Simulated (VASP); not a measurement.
# CuI (F-43m) in VASP: further runs

Runs on CuI. Level: PBE. Tasks: single point.

Everything below comes from runs of VASP 6.6.1. Logs are shortened: lines on timing, memory, paths and dates and some standing lists are left out, and cuts for length are marked.

## (1) The cell of the first run

Symmetry: F-43m, No. 216, cubic system. Conventional cell: a = 6.280 Å, b = 6.280 Å, c = 6.280 Å, α = 90.00°, β = 90.00°, γ = 90.00°. Within 3.6 Å of Cu (site symmetry -43m) lie 4 I at 2.72 Å. Within 3.6 Å of I (site symmetry -43m) lie 4 Cu at 2.72 Å.

## (2) Single point, PBE

The input, INCAR:

```
SYSTEM = CuI
  ALGO = Normal
  EDIFF = 1E-6
  ENCUT = 520
  GGA = PE
  ISIF = 2
  ISMEAR = 0
  LASPH = .True.
  LCHARG = .False.
  LREAL = .False.
  LWAVE = .False.
  NBANDS = 16
  NELM = 80
  PREC = Accurate
  SIGMA = 0.05
```

The input, KPOINTS:

```
k-points
0
Gamma
  8 8 8
  0 0 0
```

The input, POSCAR:

```
CuI
1.0
    0.0000000000      3.1401588779      3.1401588779
    3.1401588779      0.0000000000      3.1401588779
    3.1401588779      3.1401588779      0.0000000000
Cu I
1 1
Direct
    0.7500000000      0.7500000000      0.7500000000
    0.0000000000      0.0000000000      0.0000000000
```

Potentials or basis: VASP PAW PBE potentials, release 64 (Cu, I).

Run with:

```bash
$ cat potpaw_PBE.64/Cu/POTCAR potpaw_PBE.64/I/POTCAR > POTCAR
$ mpirun -np 1 vasp_std > vasp.out
```

OUTCAR:

```text
SYSTEM = CuI
   EDIFF = 1E-6
   ENCUT = 520
   GGA = PE
   ISIF = 2
   ISMEAR = 0
   LASPH = .True.
   LREAL = .False.
   NELM = 80
   PREC = Accurate

 ion  position               nearest neighbor table
   1  0.750  0.750  0.750-   2 2.72   2 2.72   2 2.72   2 2.72
   2  0.000  0.000  0.000-   1 2.72   1 2.72   1 2.72   1 2.72

  LATTYP: Found a face centered cubic cell.
 ALAT       =     6.2803177558

  Lattice vectors:

 A1 = (   0.0000000000,   3.1401588779,   3.1401588779)
 A2 = (   3.1401588779,   0.0000000000,   3.1401588779)
 A3 = (   3.1401588779,   3.1401588779,   0.0000000000)

Analysis of symmetry for initial positions (statically):
=====================================================================
 Subroutine PRICEL returns:
 Original cell was already a primitive cell.

 Routine SETGRP: Setting up the symmetry group for a
 face centered cubic supercell.

 Subroutine GETGRP returns: Found 24 space group operations
 (whereof 24 operations were pure point group operations)
 out of a pool of 48 trial point group operations.

The static configuration has the point symmetry T_d .

Analysis of symmetry for dynamics (positions and initial velocities):
=====================================================================
 Subroutine PRICEL returns:
 Original cell was already a primitive cell.

 Routine SETGRP: Setting up the symmetry group for a
 face centered cubic supercell.

 Subroutine GETGRP returns: Found 24 space group operations
 (whereof 24 operations were pure point group operations)
 out of a pool of 48 trial point group operations.

The dynamic configuration has the point symmetry T_d .

 Subroutine INISYM returns: Found 24 space group operations
 (whereof 24 operations are pure point group operations),
 and found     1 'primitive' translations

----------------------------------------------------------------------------------------

                                     Primitive cell

  volume of cell :      61.9277

  direct lattice vectors                    reciprocal lattice vectors
     0.000000000  3.140158878  3.140158878    -0.159227612  0.159227612  0.159227612
     3.140158878  0.000000000  3.140158878     0.159227612 -0.159227612  0.159227612
     3.140158878  3.140158878  0.000000000     0.159227612  0.159227612 -0.159227612

  length of vectors
     4.440855273  4.440855273  4.440855273     0.275790314  0.275790314  0.275790314

[... 73 lines left out ...]
   ICHARG =      2    charge: 1-file 2-atom 10-const
   ISPIN  =      1    spin polarized calculation?
   LNONCOLLINEAR =      F non collinear calculations
   LSORBIT =      F    spin-orbit coupling
   LASPH  =      T    aspherical Exc in radial PAW
   ENCUT  =  520.0 eV  38.22 Ry    6.18 a.u.   8.26  8.26  8.26*2*pi/ulx,y,z
   NELM   =     80;   NELMIN=  2; NELMDL= -5     # of ELM steps
   EDIFF  = 0.1E-05   stopping-criterion for ELM
   LREAL  =      F    real-space projection
   EDIFFG = 0.1E-04   stopping-criterion for IOM
   NSW    =      0    number of steps for IOM
   IBRION =     -1    ionic relax: 0-MD 1-quasi-New 2-CG
   NFREE  =      0    steps in history (QN), initial steepest desc. (CG)
   ISIF   =      2    stress and relaxation
   ISYM   =      2    0-nonsym 1-usesym 2-fastsym
   POTIM  = 0.5000    time-step for ionic-motion
   TEBEG  =    0.0;   TEEND  =   0.0 temperature during run
   PSTRESS=    0.0 pullay stress
   NELECT =      18.0000    total number of electrons
   NUPDOWN=      -1.0000    fix difference up-down
   EMIN   =  10.00;   EMAX   =-10.00  energy-range for DOS
   EFERMI =   0.00;   METHOD = LEGACY
   ISMEAR =     0;   SIGMA  =   0.05  broadening in eV -4-tet -1-fermi 0-gaus
   EFERMI_NEDOS =   21; number of points for ismear=-14 and -15
   IALGO  =     38    algorithm
   IMIX   =      4    mixing-type and parameters
     AMIX     =   0.40;   BMIX     =  1.00
     AMIX_MAG =   1.60;   BMIX_MAG =  1.00
  volume/ion in A,a.u.               =      30.96       208.95
  Fermi-wavevector in a.u.,A,eV,Ry     =   1.084436  2.049287 16.000480  1.176002
  Thomas-Fermi vector in A             =   2.220526
   LORBIT       =      0    0 simple, 1 ext, 2 COOP (PROOUT), +10 PAW based schemes
   GGA     = PE    functional components
   LHFCALC =     F    Hartree Fock is set to
   AEXX    =    0.0000 exact exchange contribution
   IVDW    =     0    specifies the selected vdW correction
   LEPSILON=     F    determine dielectric tensor
   LRPA    =     F    only Hartree local field effects (RPA)
 non-spin polarized calculation
 Gauss-broadening in eV      SIGMA  =   0.05
  energy-cutoff  :      520.00
  volume of cell :       61.93
 maximum number of plane-waves:      1700
 NGX is ok and might be reduce to    36
   NGX = 17   NGY = 17   NGZ = 17

 number of electron      17.9999987 magnetization

 Free energy of the ion-electron system (eV)
  ---------------------------------------------------
  ext. energy  EPLUGINS =         0.00000000
  ---------------------------------------------------
  free energy    TOTEN  =        -5.50567325 eV

  energy without entropy =       -5.50567325  energy(sigma->0) =       -5.50567325

 E-fermi :   3.5867     XC(G=0):  -8.4544

 val. band max:        3.3570152340   @ k =   0.0000   0.0000   0.0000
 cond. band min:       4.2488639215   @ k =   0.0000   0.0000   0.0000
 fundamental gap:      0.8918486876
 Fermi energy:         3.5867207996

 k-point     1 :       0.0000    0.0000    0.0000
  band No.  band energies     occupation
      1     -10.1473      2.00000
      2       0.1520      2.00000
      3       0.1520      2.00000
      4       0.1520      2.00000
      5       1.8961      2.00000
      6       1.8961      2.00000
[... 433 lines left out ...]
      3      -0.3520      2.00000
      4       0.0962      2.00000
      5       1.8464      2.00000
      6       1.9070      2.00000
[... 8 lines left out ...]
     15      13.8373      0.00000
     16      14.3325      0.00000

 [... further k-points ...]
[... 5 lines left out ...]
  --------------------------------------------------------------------------------------
  -------------------------------------------------------------------------------------
  Total       -1.1401055     -1.1401055     -1.1401055      0.0000000      0.0000000      0.0000000
  in kB      -29.4965192    -29.4965192    -29.4965192      0.0000000      0.0000000      0.0000000
  external PRESSURE =     -29.4965192 kB  Pullay stress =       0.0000000 kB

 VOLUME and BASIS-vectors are now :
 -----------------------------------------------------------------------------
  energy-cutoff  :      520.00
  volume of cell :       61.93
      direct lattice vectors                 reciprocal lattice vectors
     0.000000000  3.140158878  3.140158878    -0.159227612  0.159227612  0.159227612
     3.140158878  0.000000000  3.140158878     0.159227612 -0.159227612  0.159227612
     3.140158878  3.140158878  0.000000000     0.159227612  0.159227612 -0.159227612

 POSITION                                       TOTAL-FORCE (eV/Angst)
 -----------------------------------------------------------------------------------
      4.71024      4.71024      4.71024         0.000000      0.000000     -0.000000
      0.00000      0.00000      0.00000        -0.000000     -0.000000      0.000000
 -----------------------------------------------------------------------------------
    total drift:                               -0.000001     -0.000001     -0.000001

  FREE ENERGIE OF THE ION-ELECTRON SYSTEM (eV)
  ---------------------------------------------------
  free  energy   TOTEN  =        -5.5056732504 eV

  energy  without entropy=       -5.5056732504  energy(sigma->0) =       -5.50567325
```

OSZICAR:

```text
N       E                     dE             d eps       ncg     rms          rms(c)
DAV:   1     0.916397965601E+02    0.91640E+02   -0.73188E+03   928   0.112E+03
DAV:   2     0.283664381976E+00   -0.91356E+02   -0.82356E+02   968   0.216E+02
DAV:   3    -0.549439102539E+01   -0.57781E+01   -0.56864E+01  1256   0.584E+01
DAV:   4    -0.566052653637E+01   -0.16614E+00   -0.16608E+00  1096   0.962E+00
DAV:   5    -0.566920047647E+01   -0.86739E-02   -0.86738E-02  1408   0.241E+00    0.445E+00
DAV:   6    -0.560521286165E+01    0.63988E-01   -0.20267E+00  1016   0.360E+01    0.289E+00
DAV:   7    -0.550532617392E+01    0.99887E-01   -0.48459E-01  1056   0.213E+01    0.142E+00
DAV:   8    -0.550680534088E+01   -0.14792E-02   -0.25309E-02  1472   0.195E+00    0.364E-01
DAV:   9    -0.550549527097E+01    0.13101E-02   -0.54294E-03  1216   0.205E+00    0.118E-01
DAV:  10    -0.550565919136E+01   -0.16392E-03   -0.45170E-04  1088   0.154E-01    0.146E-02
DAV:  11    -0.550567070251E+01   -0.11511E-04   -0.43522E-05  1296   0.146E-01    0.154E-02
DAV:  12    -0.550567267853E+01   -0.19760E-05   -0.68962E-06  1312   0.504E-02    0.419E-03
DAV:  13    -0.550567325042E+01   -0.57189E-06   -0.13359E-06   984   0.248E-02
   1 F= -.55056733E+01 E0= -.55056733E+01  d E =-.112733E-12
```

Wall time 14 s (1 thread of Intel Xeon 6975P-C (Granite Rapids), shared host); peak memory 0.21 GiB.

What came out:

```
Free energy            : -5.5057 eV
Pressure               : -2.9 GPa
Band gap on the k mesh : 0.89 eV, direct
```

Caveat: spin-orbit coupling is left out, which moves the levels of the heavy elements.

## (3) Single point, PBE

This run uses another cell than the first one, of 32.49 Å³/atom, 1.049 times its volume.

The input, INCAR:

```
SYSTEM = CuI
PREC = Accurate ; ENCUT = 520
EDIFF = 1E-7 ; ISMEAR = 0
SIGMA = 0.05 ; LREAL = .False.
LASPH = .True. ; NELM = 100
ALGO = Normal ; ISIF = 2
LWAVE = .False. ; LCHARG = .False.
GGA = PE ; NBANDS = 16
```

The input, KPOINTS:

```
Automatic mesh
0
Gamma
  8 8 8
  0 0 0
```

The input, POSCAR:

```
CuI
1.0
    0.0000000000      3.1909095343      3.1909095343
    3.1909095343      0.0000000000      3.1909095343
    3.1909095343      3.1909095343      0.0000000000
Cu I
1 1
Direct
    0.7500000000      0.7500000000      0.7500000000
    0.0000000000      0.0000000000      0.0000000000
```

Potentials or basis: VASP PAW PBE potentials, release 64 (Cu, I).

Run with:

```bash
$ cat potpaw_PBE.64/Cu/POTCAR potpaw_PBE.64/I/POTCAR > POTCAR
$ mpirun -np 1 vasp_std > vasp.out
```

OUTCAR:

```text
SYSTEM = CuI
   PREC = Accurate
   ENCUT = 520
   EDIFF = 1E-7
   ISMEAR = 0
   LREAL = .False.
   LASPH = .True.
   NELM = 100
   ISIF = 2
   GGA = PE

 ion  position               nearest neighbor table
   1  0.750  0.750  0.750-   2 2.76   2 2.76   2 2.76   2 2.76
   2  0.000  0.000  0.000-   1 2.76   1 2.76   1 2.76   1 2.76

  LATTYP: Found a face centered cubic cell.
 ALAT       =     6.3818190686

  Lattice vectors:

 A1 = (   0.0000000000,   3.1909095343,   3.1909095343)
 A2 = (   3.1909095343,   0.0000000000,   3.1909095343)
 A3 = (   3.1909095343,   3.1909095343,   0.0000000000)

Analysis of symmetry for initial positions (statically):
=====================================================================
 Subroutine PRICEL returns:
 Original cell was already a primitive cell.

 Routine SETGRP: Setting up the symmetry group for a
 face centered cubic supercell.

 Subroutine GETGRP returns: Found 24 space group operations
 (whereof 24 operations were pure point group operations)
 out of a pool of 48 trial point group operations.

[... 157 lines left out ...]
  ext. energy  EPLUGINS =         0.00000000
  ---------------------------------------------------
  free energy    TOTEN  =        -5.44094226 eV

  energy without entropy =       -5.44094226  energy(sigma->0) =       -5.44094226

 E-fermi :   3.1545     XC(G=0):  -8.2400

 val. band max:        2.9080080616   @ k =   0.0000   0.0000   0.0000
 cond. band min:       3.7041108338   @ k =   0.0000   0.0000   0.0000
 fundamental gap:      0.7961027722
 Fermi energy:         3.1544687146

 k-point     1 :       0.0000    0.0000    0.0000
  band No.  band energies     occupation
      1     -10.3918      2.00000
      2      -0.1221      2.00000
      3      -0.1221      2.00000
      4      -0.1221      2.00000
      5       1.5977      2.00000
      6       1.5977      2.00000
[... 433 lines left out ...]
      3      -0.6067      2.00000
      4      -0.1869      2.00000
      5       1.5538      2.00000
      6       1.6085      2.00000
[... 8 lines left out ...]
     15      13.2521      0.00000
     16      13.7471      0.00000

 [... further k-points ...]
[... 5 lines left out ...]
  --------------------------------------------------------------------------------------
  -------------------------------------------------------------------------------------
  Total       -1.5585661     -1.5585661     -1.5585661     -0.0000000      0.0000000      0.0000000
  in kB      -38.4292891    -38.4292891    -38.4292891     -0.0000000      0.0000000      0.0000000
  external PRESSURE =     -38.4292891 kB  Pullay stress =       0.0000000 kB

 VOLUME and BASIS-vectors are now :
 -----------------------------------------------------------------------------
  energy-cutoff  :      520.00
  volume of cell :       64.98
      direct lattice vectors                 reciprocal lattice vectors
     0.000000000  3.190909534  3.190909534    -0.156695135  0.156695135  0.156695135
     3.190909534  0.000000000  3.190909534     0.156695135 -0.156695135  0.156695135
     3.190909534  3.190909534  0.000000000     0.156695135  0.156695135 -0.156695135

 POSITION                                       TOTAL-FORCE (eV/Angst)
 -----------------------------------------------------------------------------------
      4.78636      4.78636      4.78636         0.000000      0.000000      0.000000
      0.00000      0.00000      0.00000        -0.000000     -0.000000     -0.000000
 -----------------------------------------------------------------------------------
    total drift:                               -0.000001     -0.000001     -0.000001

  FREE ENERGIE OF THE ION-ELECTRON SYSTEM (eV)
  ---------------------------------------------------
  free  energy   TOTEN  =        -5.4409422559 eV

  energy  without entropy=       -5.4409422559  energy(sigma->0) =       -5.44094226
```

OSZICAR:

```text
N       E                     dE             d eps       ncg     rms          rms(c)
DAV:   1     0.957299082180E+02    0.95730E+02   -0.74403E+03   928   0.113E+03
DAV:   2     0.792828030251E+00   -0.94937E+02   -0.86363E+02   960   0.222E+02
DAV:   3    -0.540285629651E+01   -0.61957E+01   -0.60851E+01  1264   0.607E+01
DAV:   4    -0.557744022660E+01   -0.17458E+00   -0.17453E+00  1112   0.966E+00
DAV:   5    -0.558601517637E+01   -0.85749E-02   -0.85748E-02  1472   0.237E+00    0.409E+00
DAV:   6    -0.552518788387E+01    0.60827E-01   -0.17907E+00   976   0.330E+01    0.270E+00
DAV:   7    -0.544034976493E+01    0.84838E-01   -0.42765E-01  1008   0.193E+01    0.132E+00
DAV:   8    -0.544177353559E+01   -0.14238E-02   -0.21832E-02  1504   0.175E+00    0.338E-01
DAV:   9    -0.544076875433E+01    0.10048E-02   -0.47483E-03  1184   0.187E+00    0.975E-02
DAV:  10    -0.544092279434E+01   -0.15404E-03   -0.36613E-04  1128   0.126E-01    0.145E-02
DAV:  11    -0.544093947051E+01   -0.16676E-04   -0.33341E-05  1272   0.100E-01    0.819E-03
DAV:  12    -0.544094196783E+01   -0.24973E-05   -0.91559E-06  1152   0.504E-02    0.401E-03
DAV:  13    -0.544094223820E+01   -0.27037E-06   -0.36269E-07  1256   0.129E-02    0.850E-04
DAV:  14    -0.544094225593E+01   -0.17729E-07   -0.59707E-08   912   0.210E-03
   1 F= -.54409423E+01 E0= -.54409423E+01  d E =-.463531E-14
```

It took 16 s on 1 thread of Intel Xeon 6975P-C (Granite Rapids), shared host; peak memory 0.21 GiB.

Results:

```
Free energy            : -5.4409 eV
Pressure               : -3.8 GPa
Band gap on the k mesh : 0.80 eV, direct
```

Levels at points of the mesh, in eV from the valence-band top:
| k point | band 5 | band 6 | band 7 | band 8 | band 9 | band 10 | band 11 | band 12 | band 13 | band 14 |
| --- | --- | --- | --- | --- | --- | --- | --- | --- | --- | --- |
| (0.00, 0.00, 0.00) | -1.31 | -1.31 | 0.00 | 0.00 | 0.00 | 0.80 | 5.01 | 5.01 | 5.01 | 7.93 |
| (0.50, 0.00, 0.00) | -1.29 | -1.29 | -1.25 | -0.50 | -0.50 | 2.03 | 5.49 | 5.49 | 6.98 | 8.67 |
| (0.50, 0.50, 0.00) | -1.31 | -1.27 | -1.24 | -1.04 | -1.04 | 2.90 | 3.01 | 8.26 | 8.99 | 8.99 |

Caveat: spin-orbit coupling is left out, which moves the levels of the heavy elements.
